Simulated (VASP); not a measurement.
# AlN (AlN (P6_3mc)) (P6_3mc) in VASP: single point with PBE

Aim: the single point of AlN (AlN (P6_3mc)) with PBE.

Program: VASP 6.6.1. These are calculated values, not measurements. Logs are shortened: lines on timing, memory, paths and dates and some standing lists are left out, and cuts for length are marked.

### Step 1. The cell of the first run

Symmetry: P6_3mc, No. 186, hexagonal system. Conventional cell: a = 3.130 Å, b = 3.130 Å, c = 5.017 Å, α = 90.00°, β = 90.00°, γ = 120.00°. Within 2.5 Å of Al (site symmetry 3m) lie 4 N at 1.90 to 1.91 Å. N (site symmetry 3m) has 4 Al at 1.90 to 1.91 Å within 2.5 Å.

### Step 2. Single point, PBE

INCAR reads:

```
SYSTEM = AlN
  PREC = Accurate
  ENCUT = 520
  EDIFF = 1E-7
  ISMEAR = -1
  SIGMA = 0.01
  LREAL = Auto
  LASPH = .TRUE.
  NELM = 60
  ALGO = Normal
  ISIF = 2
  LWAVE = .FALSE.
  LCHARG = .FALSE.
  GGA = PE
  ISYM = 0
  NBANDS = 126
```

KPOINTS reads:

```
Automatic mesh
0
Gamma
  1 1 2
  0.25 0.25 0.25
```

POSCAR reads:

```
AlN
1.0
    9.3892708211      5.4208981504      0.0000000000
   -9.3892709202      5.4208979788      0.0000000000
    0.0000000000      0.0000000000      5.0174032950
Al N
24 24
Direct
    0.0000000000      0.1666666667      0.4992353700
    0.1666666667      0.0000000000      0.4992353700
    0.3333333333      0.3333333333      0.4992353700
    0.0000000000      0.3333333333      0.9992353700
    0.1666666667      0.1666666667      0.9992353700
    0.3333333333      0.0000000000      0.9992353700
    0.0000000000      0.6666666667      0.4992353700
    0.1666666667      0.5000000000      0.4992353700
    0.3333333333      0.8333333333      0.4992353700
    0.0000000000      0.8333333333      0.9992353700
    0.1666666667      0.6666666667      0.9992353700
    0.3333333333      0.5000000000      0.9992353700
    0.5000000000      0.1666666667      0.4992353700
    0.6666666667      0.0000000000      0.4992353700
    0.8333333333      0.3333333333      0.4992353700
    0.5000000000      0.3333333333      0.9992353700
    0.6666666667      0.1666666667      0.9992353700
    0.8333333333      0.0000000000      0.9992353700
    0.5000000000      0.6666666667      0.4992353700
    0.6666666667      0.5000000000      0.4992353700
    0.8333333333      0.8333333333      0.4992353700
    0.5000000000      0.8333333333      0.9992353700
    0.6666666667      0.6666666667      0.9992353700
    0.8333333333      0.5000000000      0.9992353700
    0.0000000000      0.1666666667      0.8807646300
    0.1666666667      0.0000000000      0.8807646300
    0.3333333333      0.3333333333      0.8807646300
    0.0000000000      0.3333333333      0.3807646300
    0.1666666667      0.1666666667      0.3807646300
    0.3333333333      0.0000000000      0.3807646300
    0.0000000000      0.6666666667      0.8807646300
    0.1666666667      0.5000000000      0.8807646300
    0.3333333333      0.8333333333      0.8807646300
    0.0000000000      0.8333333333      0.3807646300
    0.1666666667      0.6666666667      0.3807646300
    0.3333333333      0.5000000000      0.3807646300
    0.5000000000      0.1666666667      0.8807646300
    0.6666666667      0.0000000000      0.8807646300
    0.8333333333      0.3333333333      0.8807646300
    0.5000000000      0.3333333333      0.3807646300
    0.6666666667      0.1666666667      0.3807646300
    0.8333333333      0.0000000000      0.3807646300
    0.5000000000      0.6666666667      0.8807646300
    0.6666666667      0.5000000000      0.8807646300
    0.8333333333      0.8333333333      0.8807646300
    0.5000000000      0.8333333333      0.3807646300
    0.6666666667      0.6666666667      0.3807646300
    0.8333333333      0.5000000000      0.3807646300
```

Potentials or basis: VASP PAW PBE potentials, release 64 (Al, N).

On the command line:

```console
$ cat potpaw_PBE.64/Al/POTCAR potpaw_PBE.64/N/POTCAR > POTCAR
$ mpirun -np 1 vasp_std > vasp.out
```

OUTCAR:

```text
SYSTEM = AlN
   PREC = Accurate
   ENCUT = 520
   EDIFF = 1E-7
   ISMEAR = -1
   LREAL = Auto
   LASPH = .TRUE.
   NELM = 60
   ISIF = 2
   GGA = PE
   ISYM = 0

 ion  position               nearest neighbor table
   1  0.000  0.167  0.499-  28 1.90  42 1.90  29 1.90  25 1.91   4 3.09   4 3.09  18 3.09  18 3.09
                             5 3.09   5 3.09  14 3.13   3 3.13   8 3.13  15 3.13  21 3.13   2 3.13
   2  0.167  0.000  0.499-  30 1.90  34 1.90  29 1.90  26 1.91   6 3.09   6 3.09  10 3.09  10 3.09
                             5 3.09   5 3.09  13 3.13   3 3.13   7 3.13   9 3.13  21 3.13   1 3.13
   3  0.333  0.333  0.499-  29 1.90  40 1.90  36 1.90  27 1.91   5 3.09   5 3.09  16 3.09  16 3.09
                            12 3.09  12 3.09   1 3.13   2 3.13   8 3.13  13 3.13  20 3.13  19 3.13
   4  0.000  0.333  0.999-  25 1.90  32 1.90  39 1.90  28 1.91   1 3.09   1 3.09   8 3.09   8 3.09
                            15 3.09  15 3.09  12 3.13  17 3.13  18 3.13   5 3.13  11 3.13  24 3.13
   5  0.167  0.167  0.999-  27 1.90  25 1.90  26 1.90  29 1.91   3 3.09   3 3.09   1 3.09   1 3.09
                             2 3.09   2 3.09  16 3.13  12 3.13   6 3.13   4 3.13  18 3.13  10 3.13
   6  0.333  0.000  0.999-  26 1.90  37 1.90  33 1.90  30 1.91   2 3.09   2 3.09  13 3.09  13 3.09
                             9 3.09   9 3.09  10 3.13  11 3.13  16 3.13   5 3.13  17 3.13  22 3.13
   7  0.000  0.667  0.499-  34 1.90  48 1.90  35 1.90  31 1.91  10 3.09  10 3.09  24 3.09  24 3.09
                            11 3.09  11 3.09  20 3.13   9 3.13   2 3.13  21 3.13  15 3.13   8 3.13
   8  0.167  0.500  0.499-  36 1.90  28 1.90  35 1.90  32 1.91  12 3.09  12 3.09   4 3.09   4 3.09
                            11 3.09  11 3.09  19 3.13   9 3.13   1 3.13   3 3.13  15 3.13   7 3.13
   9  0.333  0.833  0.499-  35 1.90  46 1.90  30 1.90  33 1.91  11 3.09  11 3.09  22 3.09  22 3.09
                             6 3.09   6 3.09   7 3.13   8 3.13   2 3.13  19 3.13  14 3.13  13 3.13
  10  0.000  0.833  0.999-  31 1.90  26 1.90  45 1.90  34 1.91   7 3.09   7 3.09   2 3.09   2 3.09
                            21 3.09  21 3.09   6 3.13  23 3.13  24 3.13  11 3.13   5 3.13  18 3.13
  11  0.167  0.667  0.999-  33 1.90  31 1.90  32 1.90  35 1.91   9 3.09   9 3.09   7 3.09   7 3.09
                             8 3.09   8 3.09  22 3.13   6 3.13  10 3.13  12 3.13  24 3.13   4 3.13
  12  0.333  0.500  0.999-  32 1.90  43 1.90  27 1.90  36 1.91   8 3.09   8 3.09  19 3.09  19 3.09
                             3 3.09   3 3.09   4 3.13   5 3.13  22 3.13  11 3.13  23 3.13  16 3.13
  13  0.500  0.167  0.499-  40 1.90  30 1.90  41 1.90  37 1.91  16 3.09  16 3.09   6 3.09   6 3.09
                            17 3.09  17 3.09   2 3.13  15 3.13  20 3.13   3 3.13   9 3.13  14 3.13
  14  0.667  0.000  0.499-  42 1.90  46 1.90  41 1.90  38 1.91  18 3.09  18 3.09  22 3.09  22 3.09
                            17 3.09  17 3.09   1 3.13  15 3.13  19 3.13  21 3.13   9 3.13  13 3.13
  15  0.833  0.333  0.499-  41 1.90  28 1.90  48 1.90  39 1.91  17 3.09  17 3.09   4 3.09   4 3.09
                            24 3.09  24 3.09  13 3.13  14 3.13   1 3.13  20 3.13   8 3.13   7 3.13
[... 19 lines left out ...]
  26  0.167  0.000  0.881-   6 1.90  10 1.90   5 1.90   2 1.91
  27  0.333  0.333  0.881-   5 1.90  16 1.90  12 1.90   3 1.91
  28  0.000  0.333  0.381-   1 1.90   8 1.90  15 1.90   4 1.91
  29  0.167  0.167  0.381-   3 1.90   1 1.90   2 1.90   5 1.91
  30  0.333  0.000  0.381-   2 1.90  13 1.90   9 1.90   6 1.91
[... 16 lines left out ...]
  47  0.667  0.667  0.381-  21 1.90  19 1.90  20 1.90  23 1.91
  48  0.833  0.500  0.381-  20 1.90   7 1.90  15 1.90  24 1.91

IMPORTANT INFORMATION: All symmetrisations will be switched off!
NOSYMM: (Re-)initialisation of all symmetry stuff for point group C_1.

----------------------------------------------------------------------------------------

                                     Primitive cell

  volume of cell :     510.7544

  direct lattice vectors                    reciprocal lattice vectors
     9.389270821  5.420898150  0.000000000     0.053252270  0.092235640  0.000000000
    -9.389270920  5.420897979  0.000000000    -0.053252272  0.092235639  0.000000000
     0.000000000  0.000000000  5.017403295     0.000000000  0.000000000  0.199306283

  length of vectors
    10.841796129 10.841796129  5.017403295     0.106504543  0.106504543  0.199306283

  position of ions in fractional coordinates (direct lattice)
     0.000000000  0.166666667  0.499235370
     0.166666667  0.000000000  0.499235370
     0.333333333  0.333333333  0.499235370
     0.000000000  0.333333333  0.999235370
     0.166666667  0.166666667  0.999235370
     0.333333333  0.000000000  0.999235370
[... 40 lines left out ...]
     0.666666667  0.666666667  0.380764630
     0.833333333  0.500000000  0.380764630

  ion indices of the primitive-cell ions
   primitive index   ion index
                 1           1
                 2           2
                 3           3
                 4           4
                 5           5
                 6           6
[... 40 lines left out ...]
                47          47
                48          48

----------------------------------------------------------------------------------------

 KPOINTS: Automatic mesh

Automatic generation of k-mesh.
 Grid dimensions read from file:
 generate k-points for:    1    1    2

 Generating k-lattice:

  Cartesian coordinates                     Fractional coordinates (reciprocal lattice)
     0.053252270  0.092235640  0.000000000     1.000000000  0.000000000  0.000000000
    -0.053252272  0.092235639  0.000000000     0.000000000  1.000000000  0.000000000
     0.000000000  0.000000000  0.099653141     0.000000000  0.000000000  0.500000000

  Length of vectors
     0.106504543  0.106504543  0.099653141

  Shift w.r.t. Gamma in fractional coordinates (k-lattice)
     0.250000000  0.250000000  0.250000000

 Subroutine IBZKPT returns following result:
 ===========================================

 Found     12 irreducible k-points:

 Following reciprocal coordinates:
            Coordinates               Weight
  0.250000  0.250000  0.125000      2.000000
 -0.250000  0.500000  0.125000      2.000000
  0.500000  0.250000  0.125000      2.000000
 -0.250000 -0.250000  0.125000      2.000000
  0.250000  0.500000  0.125000      2.000000
  0.500000 -0.250000  0.125000      2.000000
  0.250000  0.250000 -0.375000      2.000000
 -0.250000  0.500000 -0.375000      2.000000
  0.500000  0.250000 -0.375000      2.000000
 -0.250000 -0.250000 -0.375000      2.000000
  0.250000  0.500000 -0.375000      2.000000
  0.500000 -0.250000 -0.375000      2.000000
   k-points           NKPTS =     12   k-points in BZ     NKDIM =     12   number of bands    NBANDS=    126
   number of dos      NEDOS =    301   number of ions     NIONS =     48
   total plane-waves  NPLWV = 282240
   dimension x,y,z NGX =    84 NGY =   84 NGZ =   40
   dimension x,y,z NGXF=   168 NGYF=  168 NGZF=   80
   ions per type =              24  24
   NGX,Y,Z   is equivalent  to a cutoff of  12.88, 12.88, 13.25 a.u.
   NGXF,Y,Z  is equivalent  to a cutoff of  25.76, 25.76, 26.51 a.u.
 SYSTEM =  AlN
   PREC   = accura    normal or accurate (medium, high low for compatibility)
   ISTART =      0    job   : 0-new  1-cont  2-samecut
   ICHARG =      2    charge: 1-file 2-atom 10-const
   ISPIN  =      1    spin polarized calculation?
   LNONCOLLINEAR =      F non collinear calculations
   LSORBIT =      F    spin-orbit coupling
   LASPH  =      T    aspherical Exc in radial PAW
   ENCUT  =  520.0 eV  38.22 Ry    6.18 a.u.  20.16 20.16  9.33*2*pi/ulx,y,z
   NELM   =     60;   NELMIN=  2; NELMDL= -5     # of ELM steps
   EDIFF  = 0.1E-06   stopping-criterion for ELM
   LREAL  =      T    real-space projection
   EDIFFG = 0.1E-05   stopping-criterion for IOM
   NSW    =      0    number of steps for IOM
   IBRION =     -1    ionic relax: 0-MD 1-quasi-New 2-CG
   NFREE  =      0    steps in history (QN), initial steepest desc. (CG)
   ISIF   =      2    stress and relaxation
   ISYM   =      0    0-nonsym 1-usesym 2-fastsym
   POTIM  = 0.5000    time-step for ionic-motion
   TEBEG  =    0.0;   TEEND  =   0.0 temperature during run
   PSTRESS=    0.0 pullay stress
   NELECT =     192.0000    total number of electrons
   NUPDOWN=      -1.0000    fix difference up-down
   EMIN   =  10.00;   EMAX   =-10.00  energy-range for DOS
   EFERMI =   0.00;   METHOD = LEGACY
   ISMEAR =    -1;   SIGMA  =   0.01  broadening in eV -4-tet -1-fermi 0-gaus
   EFERMI_NEDOS =   21; number of points for ismear=-14 and -15
   IALGO  =     38    algorithm
   IMIX   =      4    mixing-type and parameters
     AMIX     =   0.40;   BMIX     =  1.00
     AMIX_MAG =   1.60;   BMIX_MAG =  1.00
  volume/ion in A,a.u.               =      10.64        71.81
  Fermi-wavevector in a.u.,A,eV,Ry     =   1.181511  2.232733 18.993310  1.395969
  Thomas-Fermi vector in A             =   2.317783
   LORBIT       =      0    0 simple, 1 ext, 2 COOP (PROOUT), +10 PAW based schemes
   GGA     = PE    functional components
   LHFCALC =     F    Hartree Fock is set to
   AEXX    =    0.0000 exact exchange contribution
   IVDW    =     0    specifies the selected vdW correction
   LEPSILON=     F    determine dielectric tensor
   LRPA    =     F    only Hartree local field effects (RPA)
 non-spin polarized calculation
  energy-cutoff  :      520.00
  volume of cell :      510.75
 maximum number of plane-waves:     13755
 NGX is ok and might be reduce to    84
   NGX = 41   NGY = 41   NGZ = 19

 number of electron     191.9999946 magnetization

 Free energy of the ion-electron system (eV)
  ---------------------------------------------------
  ext. energy  EPLUGINS =         0.00000000
  ---------------------------------------------------
  free energy    TOTEN  =      -357.43294772 eV

  energy without entropy =     -357.43294772  energy(sigma->0) =     -357.43294772

 E-fermi :   6.0520     XC(G=0): -10.8293

 val. band max:        5.7516653384   @ k =  -0.2500   0.5000   0.1250
 cond. band min:      11.0371914010   @ k =  -0.2500  -0.2500   0.1250
 fundamental gap:      5.2855260627
 Fermi energy:         6.0520474673

 k-point     1 :       0.2500    0.2500    0.1250
  band No.  band energies     occupation
      1      -8.8525      2.00000
      2      -8.6072      2.00000
      3      -8.6072      2.00000
      4      -7.9546      2.00000
      5      -7.9546      2.00000
      6      -7.6050      2.00000
[... 1321 lines left out ...]
    107      12.1022      0.00000
    108      12.2624      0.00000
 [bands above 108 left out]

------------------------ aborting loop because EDIFF is reached ----------------------------------------

  FORCE on cell =-STRESS in cart. coord.  units (eV):
  Direction    XX          YY          ZZ          XY          YZ          ZX
  --------------------------------------------------------------------------------------
  -------------------------------------------------------------------------------------
  Total       -0.5970690     -0.5970034     -0.2525319      0.0000004      0.0000003     -0.0000001
  in kB       -1.8729362     -1.8727305     -0.7921631      0.0000014      0.0000008     -0.0000004
  external PRESSURE =      -1.5126099 kB  Pullay stress =       0.0000000 kB

 VOLUME and BASIS-vectors are now :
 -----------------------------------------------------------------------------
  energy-cutoff  :      520.00
  volume of cell :      510.75
      direct lattice vectors                 reciprocal lattice vectors
     9.389270821  5.420898150  0.000000000     0.053252270  0.092235640  0.000000000
    -9.389270920  5.420897979  0.000000000    -0.053252272  0.092235639  0.000000000
     0.000000000  0.000000000  5.017403295     0.000000000  0.000000000  0.199306283

 POSITION                                       TOTAL-FORCE (eV/Angst)
 -----------------------------------------------------------------------------------
     -1.56488      0.90348      2.50487         0.000001      0.000000      0.004476
      1.56488      0.90348      2.50487         0.000001      0.000001      0.004475
     -0.00000      3.61393      2.50487         0.000001      0.000001      0.004475
     -3.12976      1.80697      5.01357         0.000000     -0.000001      0.004475
     -0.00000      1.80697      5.01357         0.000001     -0.000002      0.004476
      3.12976      1.80697      5.01357        -0.000001     -0.000000      0.004475
[... 40 lines left out ...]
     -0.00000      7.22786      1.91045         0.000002     -0.000002     -0.004475
      3.12976      7.22786      1.91045        -0.000000     -0.000002     -0.004476
 -----------------------------------------------------------------------------------
    total drift:                                0.000007     -0.000005      0.090301

  FREE ENERGIE OF THE ION-ELECTRON SYSTEM (eV)
  ---------------------------------------------------
  free  energy   TOTEN  =      -357.4329477237 eV

  energy  without entropy=     -357.4329477237  energy(sigma->0) =     -357.43294772
```

It took 48 min on 1 thread of AMD EPYC 7R13 (Zen 3), shared host; peak memory 0.83 GiB.

What came out:

* Free energy: -357.4329 eV
* Pressure: -0.2 GPa
* Largest force: 0.004 eV/Å
* Band gap on the k mesh: 5.29 eV

Forces on the atoms (eV/Å):
```
Al   0.000  0.000  0.004
Al   0.000  0.000  0.004
Al   0.000  0.000  0.004
Al   0.000  0.000  0.004
Al   0.000  0.000  0.004
Al   0.000  0.000  0.004
Al   0.000  0.000  0.004
Al   0.000  0.000  0.004
Al   0.000  0.000  0.004
Al   0.000  0.000  0.004
Al   0.000  0.000  0.004
Al   0.000  0.000  0.004
Al   0.000  0.000  0.004
Al   0.000  0.000  0.004
Al   0.000  0.000  0.004
Al   0.000  0.000  0.004
Al   0.000  0.000  0.004
Al   0.000  0.000  0.004
Al   0.000  0.000  0.004
Al   0.000  0.000  0.004
Al   0.000  0.000  0.004
Al   0.000  0.000  0.004
Al   0.000  0.000  0.004
Al   0.000  0.000  0.004
N    0.000  0.000 -0.004
N    0.000  0.000 -0.004
N    0.000  0.000 -0.004
N    0.000  0.000 -0.004
N    0.000  0.000 -0.004
N    0.000  0.000 -0.004
N    0.000  0.000 -0.004
N    0.000  0.000 -0.004
N    0.000  0.000 -0.004
N    0.000  0.000 -0.004
N    0.000  0.000 -0.004
N    0.000  0.000 -0.004
N    0.000  0.000 -0.004
N    0.000  0.000 -0.004
N    0.000  0.000 -0.004
N    0.000  0.000 -0.004
N    0.000  0.000 -0.004
N    0.000  0.000 -0.004
N    0.000  0.000 -0.004
N    0.000  0.000 -0.004
N    0.000  0.000 -0.004
N    0.000  0.000 -0.004
N    0.000  0.000 -0.004
N    0.000  0.000 -0.004
```

Stress tensor (GPa, compression positive):
```
-0.19  0.00  0.00
 0.00 -0.19  0.00
 0.00  0.00 -0.08
```

Levels at points of the mesh, in eV from the valence-band top:
| k point | band 93 | band 94 | band 95 | band 96 | band 97 | band 98 | band 99 | band 100 |
| --- | --- | --- | --- | --- | --- | --- | --- | --- |
| (0.25, 0.25, 0.12) | -0.08 | -0.08 | -0.06 | 0.00 | 5.29 | 5.81 | 5.81 | 5.88 |

Caveat: the k points lie up to 0.67 Å⁻¹ apart.
